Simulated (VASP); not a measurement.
A run of VASP 6.6.1 is set up as follows.

The input INCAR:

```
PREC = Accurate ; ENCUT = 520
EDIFF = 1E-6 ; ISMEAR = -1
SIGMA = 0.02 ; LREAL = Auto
LASPH = True ; NELM = 120
ALGO = Normal ; ISIF = 2
LWAVE = False ; LCHARG = True
GGA = PE ; LELF = True
LVHAR = True ; NBANDS = 46
GGA_COMPAT = False ; ISYM = -1
```

Contents of KPOINTS:

```
explicit points
4
Reciprocal
  0.25000000   0.25000000   0.25000000 2
  0.25000000   0.25000000   0.75000000 2
  0.25000000   0.75000000   0.25000000 2
  0.25000000   0.75000000   0.75000000 2
```

POSCAR

```
BN
1.0
   -3.5730900000      3.5730900000      0.0000000000
    0.0000000000      3.5730900000     -3.5730900000
   -3.5730900000      0.0000000000     -3.5730900000
B N
8 8
Direct
   -0.0363201039      0.4663971520      0.5227262677
   -0.0390127313     -0.0374947175      0.5269662953
   -0.0361405674      0.4707976849      0.0280450534
   -0.0466432416     -0.0316732856      0.0252844177
    0.4629415996      0.4647940578      0.5204025088
    0.4585035641     -0.0301312030      0.5186792104
    0.4688352378      0.4583132527      0.0297385456
    0.4666364407     -0.0324189987      0.0168778284
    0.3383504194      0.8400861719      0.3922642587
    0.3458372165      0.3388555844      0.3893345816
    0.3407854266      0.8363248617      0.8916349714
    0.3434665793      0.3335659051      0.8965783118
    0.8429383251      0.8386053808      0.3965636186
    0.8447714723      0.3324840684      0.4013569487
    0.8452690808      0.8373580011      0.8977373926
    0.8417416018      0.3379409699      0.9048032655
```

Potentials or basis: VASP PAW PBE potentials, release 64 (B, N).

Command:

```console
$ cat potpaw_PBE.64/B/POTCAR potpaw_PBE.64/N/POTCAR > POTCAR
$ mpirun -np 1 vasp_std > vasp.out
```

**Question.** Predict the pressure.

**Answer.** 18.3 GPa.

**Question.** Predict the largest force.

**Answer.** 2.203 eV/Å.

Stress tensor (GPa, compression positive):
```
18.21  2.39 -0.91
 2.39 18.44  0.69
-0.91  0.69 18.36
```

Caveat: the cell stands under pressure; the atoms stand as in a frame of molecular dynamics; forces of over 1 eV/Å act on the atoms, so gaps and moduli don't describe the material at rest.
